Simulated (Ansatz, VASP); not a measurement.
**Pt in VASP and in Ansatz**

```
CELL_PARAMETERS angstrom
2.80689 0.00000 0.00000
-1.40345 2.43084 0.00000
0.00000 0.00000 6.87847
ATOMIC_POSITIONS crystal
Pt 0.00000 0.00000 0.00000
Pt 0.33333 0.66667 0.33333
Pt 0.66667 0.33333 0.66667
```

Alike in both runs: functional PBE; k mesh 18 × 18 × 7; occupations gaussian, width 0.1 eV; no spin polarisation.

Ansatz relaxed the structure, and its values are those at the end. VASP's run is a single point on that final structure, the one shown.

```csv
,VASP,Ansatz
version,VASP 6.6.1,Ansatz 0.2.0
potentials or method,"VASP PAW PBE potentials, release 64 (Pt), cutoff 520 eV","scalar-relativistic, plane waves, PAW"
valence electrons in the cell,30,54
```

VASP gave:

| Property | Result |
| --- | --- |
| gap on the k mesh at the Fermi level (eV) | none |
| pressure (GPa) | -0.5 |

Q: What did Ansatz give for the same quantities?

A: gap on the k mesh at the Fermi level (eV): none; pressure (GPa): 0.0.

A gap of «none» marks a metal or a gap that the smearing closes. VASP's potentials hold 30 valence electrons a cell and Ansatz's 54, so a difference there can come from the potentials and not from the codes.

Neither program's run includes spin-orbit coupling.
